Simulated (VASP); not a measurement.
# NaSc3: single point with PBE

The system is NaSc3.

```
CELL_PARAMETERS angstrom
4.70945 0.00000 0.00000
0.00000 4.70945 0.00000
0.00000 0.00000 4.68363
ATOMIC_POSITIONS crystal
Na 0.00000 0.00000 0.00000
Sc 0.00000 0.50000 0.50000
Sc 0.50000 0.00000 0.50000
Sc 0.50000 0.50000 0.00000
```

| Quantity | Value |
| --- | --- |
| Program | VASP 6.6.1 |
| Task | single point |
| Functional | PBE |
| Potentials or basis | VASP PAW PBE potentials, release 64 (Na_pv, Sc_sv) |
| Cutoff | 500 eV |
| k mesh | 4 × 4 × 4 |
| Occupations | gaussian, width 0.1 eV |
| Spin | no spin polarisation |
| Dipole correction | no |
| Further INCAR settings | ALGO = Normal; EDIFF = 1e-06; NBANDS = 28 |

- Pressure: 0.1 GPa
- Band gap on the k mesh: zero (band 20 reaches 3.13 eV, above the bottom of band 21 at 2.76 eV)

Levels at points of the mesh, in eV from the Fermi level:
```tsv
k point	band 15	band 16	band 17	band 18	band 19	band 20	band 21	band 22	band 23	band 24
(0.00, 0.00, 0.00)	-23.48	-4.90	-1.44	-0.75	-0.73	-0.21	-0.21	-0.21	1.81	1.81
(0.50, 0.00, 0.00)	-23.48	-3.30	-2.89	-0.70	0.11	0.14	0.14	0.27	0.70	0.73
(0.50, 0.50, 0.00)	-23.48	-1.82	-1.82	-1.60	-1.40	0.16	0.29	0.52	0.52	0.97
(0.00, 0.00, 0.50)	-23.48	-3.28	-2.87	-0.69	0.11	0.11	0.15	0.27	0.70	0.70
(0.50, 0.00, 0.50)	-23.48	-1.80	-1.80	-1.59	-1.38	0.14	0.27	0.52	0.52	0.95
(0.50, 0.50, 0.50)	-23.48	-1.42	-1.32	-1.32	-1.32	0.06	0.27	0.27	0.27	1.12
```

Run time: 25 s on 1 thread of Intel(R) Xeon(R) 6975P-C (Granite Rapids) (shared host), peak memory 0.21 GiB.
